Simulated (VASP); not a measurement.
Here is a VASP 6.6.1 calculation.

File POSCAR:

```
HgTe
1.0
    0.0000000000      3.2862668798      3.2862668798
    3.2862668798      0.0000000000      3.2862668798
    3.2862668798      3.2862668798      0.0000000000
Hg Te
1 1
Direct
    0.0000000000      0.0000000000      0.0000000000
    0.2500000000      0.2500000000      0.2500000000
```

Contents of INCAR.step1:

```
SYSTEM = HgTe
  PREC = Accurate
  ENCUT = 520
  ISMEAR = 0
  SIGMA = 0.05
  LREAL = .False.
  LASPH = .True.
  NELM = 80
  NBANDS = 16
  GGA = PE
  ALGO = Normal
  EDIFF = 1E-4
  LWAVE = .True.
  LCHARG = .False.
```

INCAR.step2

```
SYSTEM = HgTe
  PREC = Accurate
  ENCUT = 520
  EDIFF = 1E-6
  ISMEAR = 0
  SIGMA = 0.05
  LREAL = .False.
  LASPH = .True.
  NELM = 80
  ALGO = Normal
  ISIF = 2
  LWAVE = .False.
  LCHARG = .True.
  METAGGA = R2SCAN
  LMIXTAU = .True.
  LELF = .True.
  LVHAR = .True.
  NBANDS = 16
  ISTART = 1
```

KPOINTS

```
regular mesh
0
Gamma
  8 8 8
  0 0 0
```

Potentials or basis: VASP PAW PBE potentials, release 64 (Hg, Te).

Launch:

```bash
$ cat potpaw_PBE.64/Hg/POTCAR potpaw_PBE.64/Te/POTCAR > POTCAR
$ cp INCAR.step1 INCAR
$ mpirun -np 1 vasp_std > vasp.out
$ cp INCAR.step2 INCAR
$ mpirun -np 1 vasp_std > vasp.out
```

Question: What does it give for the band gap on the k mesh?

Answer: Zero (filled and empty bands touch).

Question: Estimate the pressure.

Answer: 0.1 GPa.

Caveat: semilocal functionals underestimate gaps, so a narrow gap can read as zero; the PAW data sets were made with another functional, which shifts forces and pressure a little; spin-orbit coupling is left out, which moves the levels of the heavy elements.
